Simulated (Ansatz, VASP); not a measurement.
Two plane-wave programs on AsH2

```xyz
12
Lattice="4.5788 0.0000 0.0000 0.0000 5.8262 0.0000 0.0000 0.0000 5.0381" Properties=species:S:1:pos:R:3 pbc="T T T"
As    0.0000    2.1848    1.2595
As    2.2894    0.7283    3.7786
As    0.0000    3.6414    3.7786
As    2.2894    5.0979    1.2595
H     1.1218    0.7283    0.4182
H     1.1676    2.1848    2.9372
H     3.4112    2.1848    4.6199
H     3.4570    0.7283    2.1009
H     3.4570    5.0979    4.6199
H     3.4112    3.6414    2.1009
H     1.1676    3.6414    0.4182
H     1.1218    5.0979    2.9372
```

Alike in both runs: task single point; functional PBE; k mesh 7 × 6 × 6; no spin polarisation.

|  | VASP | Ansatz |
| --- | --- | --- |
| version | VASP 6.6.1 | Ansatz 0.2.0 |
| potentials or method | VASP PAW PBE potentials, release 64 (As, H), cutoff 520 eV | PAW plane waves |
| occupations | fermi-dirac, width 0.1 eV | fermi-dirac |
| valence electrons in the cell | 28 | 68 |

Ansatz gave:

```
pressure (GPa)                                                : -3.6
traceless stress, the component that is largest in VASP (GPa) : 0.56
rms of the force components (eV/Å)                            : 0.420
```

Which values does VASP return?

Pressure (GPa): -3.6; traceless stress, the component that is largest in VASP (GPa): 0.57; rms of the force components (eV/Å): 0.421.

Atom by atom the forces differ by 0.001 eV/Å (rms over components). VASP's potentials hold 28 valence electrons a cell and Ansatz's 68, so a difference there can come from the potentials and not from the codes.
